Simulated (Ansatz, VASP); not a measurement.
One calculation of Cd, two programs

Contents of INCAR:

```
PREC = Accurate
ENCUT = 520
EDIFF = 1E-7
ISMEAR = 0
SIGMA = 0.15
LREAL = F
LASPH = T
NELM = 60
ALGO = Normal
ISIF = 2
LWAVE = F
LCHARG = F
GGA = PE
NBANDS = 12
```

Contents of KPOINTS:

```
regular mesh
0
Gamma
  18 18 18
```

Contents of POSCAR:

```
Cd
1.0
    0.0000000000      2.1366386026      2.3082106824
    2.1366386026      0.0000000000      2.3082106824
    2.1366386026      2.1366386026      0.0000000000
Cd
1
Direct
    0.0000000000      0.0000000000      0.0000000000
```

Input for Ansatz:

```yaml
crystal:
  lattice:
    - [0.0, 2.1366386026, 2.3082106824]
    - [2.1366386026, 0.0, 2.3082106824]
    - [2.1366386026, 2.1366386026, 0.0]
  atoms:
    - { symbol: Cd, position: [0.0, 0.0, 0.0] }
basis:
  ecutwfc: 420
kpoints:
  mp_grid: { grid: [18, 18, 18] }
hamiltonian:
  xc: pbe
scf:
  occupations: { method: gaussian, width: 0.15 }
output:
  forces: true
  stress: true
  eigenvalues: true
```

Alike in both runs: task single point; functional PBE; k mesh 18 × 18 × 18; occupations gaussian, width 0.15 eV; no spin polarisation.

|  | VASP | Ansatz |
| --- | --- | --- |
| version | VASP 6.6.1 | Ansatz 0.2.0 |
| potentials or method | VASP PAW PBE potentials, release 64 (Cd), cutoff 520 eV | scalar-relativistic, plane waves, PAW |
| valence electrons in the cell | 12 | 20 |

```tsv
	VASP	Ansatz	Ansatz less VASP
gap on the k mesh at the Fermi level (eV)	none	none	-
pressure (GPa)	4.8	4.5	-0.35
traceless stress, the component that is largest in VASP (GPa)	-2.50	-2.48	+0.024
```

A gap of «none» marks a metal or a gap that the smearing closes. With one functional, cell and mesh, what is left measures potentials, basis and numerics. VASP's potentials hold 12 valence electrons a cell and Ansatz's 20, so a difference there can come from the potentials and not from the codes.
